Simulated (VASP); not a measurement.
# WC (P-6m2) in VASP: single point with LDA

Aim: the single point of WC with LDA.

All numbers are computed with VASP 6.6.1; they aren't measurements. Logs are shortened: lines on timing, memory, paths and dates and some standing lists are left out, and cuts for length are marked.

### Step 1. The cell of the first run

It takes space group P-6m2 (No. 187, hexagonal). Conventional cell: a = 2.882 Å, b = 2.882 Å, c = 2.824 Å, α = 90.00°, β = 90.00°, γ = 120.00°. W (site symmetry -6m2) has 6 C at 2.18 Å and 8 W at 2.82 to 2.88 Å within 2.9 Å. C (site symmetry -6m2) has 6 W at 2.18 Å and 8 C at 2.82 to 2.88 Å within 2.9 Å.

### Step 2. Single point, LDA

Contents of INCAR:

```
SYSTEM = WC
PREC = Accurate
ENCUT = 1300
EDIFF = 1E-6
ISMEAR = 0
SIGMA = 0.1
LREAL = .False.
LASPH = .True.
NELM = 120
ALGO = Normal
ISIF = 2
LWAVE = .False.
LCHARG = .False.
NBANDS = 16
GGA_COMPAT = .False.
```

Contents of KPOINTS:

```
regular mesh
0
Gamma
  9 9 6
  0 0 0
```

Contents of POSCAR:

```
WC
1.0
    2.8820700000      0.0000000000      0.0000000000
   -1.4410350000      2.4959458400      0.0000000000
    0.0000000000      0.0000000000      2.8238700000
W C
1 1
Direct
    0.0000000000      0.0000000000      0.0000000000
    0.6666666700      0.3333333300      0.5000000000
```

Potentials or basis: VASP PAW LDA potentials, release 64 (W_sv, C_h).

Started as:

```console
$ cat potpaw_LDA.64/W_sv/POTCAR potpaw_LDA.64/C_h/POTCAR > POTCAR
$ mpirun -np 1 vasp_std > vasp.out
```

OUTCAR:

```text
SYSTEM = WC
   PREC = Accurate
   ENCUT = 1300
   EDIFF = 1E-6
   ISMEAR = 0
   LREAL = .False.
   LASPH = .True.
   NELM = 120
   ISIF = 2

 ion  position               nearest neighbor table
   1  0.000  0.000  0.000-   2 2.18   2 2.18   2 2.18   2 2.18   2 2.18   2 2.18
   2  0.667  0.333  0.500-   1 2.18   1 2.18   1 2.18   1 2.18   1 2.18   1 2.18

  LATTYP: Found a hexagonal cell.
 ALAT       =     2.8820700000
 C/A-ratio  =     0.9798061810

  Lattice vectors:

 A1 = (   2.8820700000,   0.0000000000,   0.0000000000)
 A2 = (  -1.4410350000,   2.4959458400,   0.0000000000)
 A3 = (   0.0000000000,   0.0000000000,   2.8238700000)

Analysis of symmetry for initial positions (statically):
=====================================================================
 Subroutine PRICEL returns:
 Original cell was already a primitive cell.

 Routine SETGRP: Setting up the symmetry group for a
 hexagonal supercell.

 Subroutine GETGRP returns: Found 12 space group operations
 (whereof 12 operations were pure point group operations)
 out of a pool of 24 trial point group operations.

The static configuration has the point symmetry D_3h.

Analysis of symmetry for dynamics (positions and initial velocities):
=====================================================================
 Subroutine PRICEL returns:
 Original cell was already a primitive cell.

 Routine SETGRP: Setting up the symmetry group for a
 hexagonal supercell.

 Subroutine GETGRP returns: Found 12 space group operations
 (whereof 12 operations were pure point group operations)
 out of a pool of 24 trial point group operations.

The dynamic configuration has the point symmetry D_3h.

 Subroutine INISYM returns: Found 12 space group operations
 (whereof 12 operations are pure point group operations),
 and found     1 'primitive' translations

----------------------------------------------------------------------------------------

                                     Primitive cell

  volume of cell :      20.3135

  direct lattice vectors                    reciprocal lattice vectors
     2.882070000  0.000000000  0.000000000     0.346972835  0.200324860  0.000000000
    -1.441035000  2.495945840  0.000000000     0.000000000  0.400649719  0.000000000
     0.000000000  0.000000000  2.823870000     0.000000000  0.000000000  0.354123950

  length of vectors
     2.882070000  2.882070004  2.823870000     0.400649720  0.400649719  0.354123950

  position of ions in fractional coordinates (direct lattice)
     0.000000000  0.000000000  0.000000000
     0.666666670  0.333333330  0.500000000

  ion indices of the primitive-cell ions
[... 78 lines left out ...]
   NSW    =      0    number of steps for IOM
   IBRION =     -1    ionic relax: 0-MD 1-quasi-New 2-CG
   NFREE  =      0    steps in history (QN), initial steepest desc. (CG)
   ISIF   =      2    stress and relaxation
   ISYM   =      2    0-nonsym 1-usesym 2-fastsym
   POTIM  = 0.5000    time-step for ionic-motion
   TEBEG  =    0.0;   TEEND  =   0.0 temperature during run
   PSTRESS=    0.0 pullay stress
   NELECT =      18.0000    total number of electrons
   NUPDOWN=      -1.0000    fix difference up-down
   EMIN   =  10.00;   EMAX   =-10.00  energy-range for DOS
   EFERMI =   0.00;   METHOD = LEGACY
   ISMEAR =     0;   SIGMA  =   0.10  broadening in eV -4-tet -1-fermi 0-gaus
   EFERMI_NEDOS =   21; number of points for ismear=-14 and -15
   IALGO  =     38    algorithm
   IMIX   =      4    mixing-type and parameters
     AMIX     =   0.40;   BMIX     =  1.00
     AMIX_MAG =   1.60;   BMIX_MAG =  1.00
  volume/ion in A,a.u.               =      10.16        68.54
  Fermi-wavevector in a.u.,A,eV,Ry     =   1.572428  2.971459 33.640826  2.472531
  Thomas-Fermi vector in A             =   2.673864
   LORBIT       =      0    0 simple, 1 ext, 2 COOP (PROOUT), +10 PAW based schemes
   GGA     = CA    functional components
   LHFCALC =     F    Hartree Fock is set to
   AEXX    =    0.0000 exact exchange contribution
   IVDW    =     0    specifies the selected vdW correction
   LEPSILON=     F    determine dielectric tensor
   LRPA    =     F    only Hartree local field effects (RPA)
 non-spin polarized calculation
 Gauss-broadening in eV      SIGMA  =   0.10
  energy-cutoff  :     1300.00
  volume of cell :       20.31
 maximum number of plane-waves:      2200
 NGX is ok and might be reduce to    36
   NGX = 17   NGY = 17   NGZ = 17

 number of electron      18.0000000 magnetization

 Free energy of the ion-electron system (eV)
  ---------------------------------------------------
  ext. energy  EPLUGINS =         0.00000000
  ---------------------------------------------------
  free energy    TOTEN  =       -24.69907604 eV

  energy without entropy =      -24.69537149  energy(sigma->0) =      -24.69722377

 E-fermi :  11.6489     XC(G=0): -14.1391

 val. band max:       11.6475101373   @ k =   0.3333   0.2222   0.0000
 cond. band min:      11.6945431297   @ k =   0.0000   0.0000   0.0000
 fundamental gap:      0.0470329924
 Fermi energy:        11.6488769293

 k-point     1 :       0.0000    0.0000    0.0000
  band No.  band energies     occupation
      1     -61.8744      2.00000
      2     -26.1362      2.00000
      3     -25.9949      2.00000
      4     -25.9949      2.00000
      5      -2.8264      2.00000
      6       7.1653      2.00000
[... 433 lines left out ...]
      3     -26.5729      2.00000
      4     -26.1822      2.00000
      5       1.2972      2.00000
      6       6.0240      2.00000
[... 8 lines left out ...]
     15      26.8424      0.00000
     16      28.1567      0.00000

 [... further k-points ...]

------------------------ aborting loop because EDIFF is reached ----------------------------------------

  FORCE on cell =-STRESS in cart. coord.  units (eV):
  Direction    XX          YY          ZZ          XY          YZ          ZX
  --------------------------------------------------------------------------------------
  -------------------------------------------------------------------------------------
  Total        0.3927306      0.3927306     -0.2904859     -0.0000000      0.0000000     -0.0000000
  in kB       30.9756842     30.9756843    -22.9113808     -0.0000000      0.0000000     -0.0000000
  external PRESSURE =      13.0133293 kB  Pullay stress =       0.0000000 kB

 VOLUME and BASIS-vectors are now :
 -----------------------------------------------------------------------------
  energy-cutoff  :     1300.00
  volume of cell :       20.31
      direct lattice vectors                 reciprocal lattice vectors
     2.882070000  0.000000000  0.000000000     0.346972835  0.200324860  0.000000000
    -1.441035000  2.495945840  0.000000000     0.000000000  0.400649719  0.000000000
     0.000000000  0.000000000  2.823870000     0.000000000  0.000000000  0.354123950

 POSITION                                       TOTAL-FORCE (eV/Angst)
 -----------------------------------------------------------------------------------
      0.00000      0.00000      0.00000        -0.000000      0.000000      0.000000
      1.44104      0.83198      1.41193         0.000000      0.000000      0.000000
 -----------------------------------------------------------------------------------
    total drift:                               -0.000005      0.000003      0.000000

  FREE ENERGIE OF THE ION-ELECTRON SYSTEM (eV)
  ---------------------------------------------------
  free  energy   TOTEN  =       -24.6990760394 eV

  energy  without entropy=      -24.6953714946  energy(sigma->0) =      -24.69722377
```

OSZICAR:

```text
N       E                     dE             d eps       ncg     rms          rms(c)
DAV:   1     0.168586563177E+03    0.16859E+03   -0.16328E+04  1536   0.244E+03
DAV:   2    -0.213818069154E+02   -0.18997E+03   -0.18252E+03  1800   0.494E+02
DAV:   3    -0.277290601705E+02   -0.63473E+01   -0.62848E+01  1760   0.758E+01
DAV:   4    -0.277809612163E+02   -0.51901E-01   -0.51889E-01  1944   0.753E+00
DAV:   5    -0.277812584565E+02   -0.29724E-03   -0.29724E-03  1768   0.601E-01    0.340E+01
DAV:   6    -0.248148160051E+02    0.29664E+01   -0.55492E+00  2144   0.255E+01    0.914E+00
DAV:   7    -0.247345644065E+02    0.80252E-01   -0.44062E-01  1616   0.562E+00    0.660E+00
DAV:   8    -0.247000459541E+02    0.34518E-01   -0.71475E-02  1792   0.229E+00    0.984E-01
DAV:   9    -0.246992281223E+02    0.81783E-03   -0.23071E-03  1616   0.433E-01    0.957E-02
DAV:  10    -0.246990754314E+02    0.15269E-03   -0.30635E-04  1968   0.213E-01    0.207E-02
DAV:  11    -0.246990765182E+02   -0.10868E-05   -0.12226E-05  1728   0.349E-02    0.644E-03
DAV:  12    -0.246990760394E+02    0.47877E-06   -0.19719E-06  1592   0.118E-02
   1 F= -.24699076E+02 E0= -.24697224E+02  d E =-.370454E-02
```

It took 17 s on 1 thread of Intel Xeon 6975P-C (Granite Rapids), shared host; peak memory 0.23 GiB.

What came out:

| Property | Result |
| --- | --- |
| Free energy | -24.6991 eV |
| Pressure | 1.3 GPa |
| Band gap on the k mesh | zero (bands 9 and 10 overlap by 1.18 eV) |

Levels at points of the mesh, in eV from the Fermi level:
| k point | band 5 | band 6 | band 7 | band 8 | band 9 | band 10 | band 11 | band 12 | band 13 | band 14 |
| --- | --- | --- | --- | --- | --- | --- | --- | --- | --- | --- |
| (0.00, 0.00, 0.00) | -14.48 | -4.48 | -3.43 | -3.43 | 0.05 | 3.24 | 3.24 | 5.67 | 5.67 | 6.65 |
| (0.00, 0.00, 0.50) | -10.27 | -8.77 | -2.08 | -2.08 | -0.67 | -0.67 | 3.63 | 4.53 | 4.53 | 10.07 |

Caveat: the k points lie up to 0.37 Å⁻¹ apart, too coarse for converged energies and pressures of a metal; spin-orbit coupling is left out, which moves the levels of the heavy elements.

The gap in the log of VASP goes by the Fermi energy; the results here count the filled bands.